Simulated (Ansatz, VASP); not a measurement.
# Two plane-wave programs on GaSb2

```
CELL_PARAMETERS angstrom
4.17748 0.00000 0.00000
-2.08874 3.61781 0.00000
0.00000 0.00000 5.23192
ATOMIC_POSITIONS crystal
Ga 0.00000 0.00000 0.50000
Sb 0.33333 0.66667 0.18090
Sb 0.66667 0.33333 0.81910
```

Change from the starting cell: species swapped into the CrTe2 type (P-3m1, No. 164).

Alike in both runs: functional PBE; k mesh 6 × 6 × 4; occupations gaussian, width 0.1 eV; no spin polarisation.

Ansatz relaxed the structure, and its values are those at the end. VASP's run is a single point on that final structure, the one shown.

|  | VASP | Ansatz |
| --- | --- | --- |
| version | VASP 6.6.1 | Ansatz 0.2.0 |
| potentials or method | VASP PAW PBE potentials, release 64 (Ga_d, Sb), cutoff 520 eV | scalar-relativistic, plane waves, PAW |
| valence electrons in the cell | 23 | 43 |

```csv
,VASP,Ansatz,Ansatz less VASP
gap on the k mesh at the Fermi level (eV),none,none,-
pressure (GPa),0.0,0.0,-0.02
rms of the force components (eV/Å),0.003,0.002,-0.0016
```

A gap of «none» marks a metal or a gap that the smearing closes. With one functional, cell and mesh, what is left measures potentials, basis and numerics. VASP's potentials hold 23 valence electrons a cell and Ansatz's 43, so a difference there can come from the potentials and not from the codes.

Neither program's run includes spin-orbit coupling.
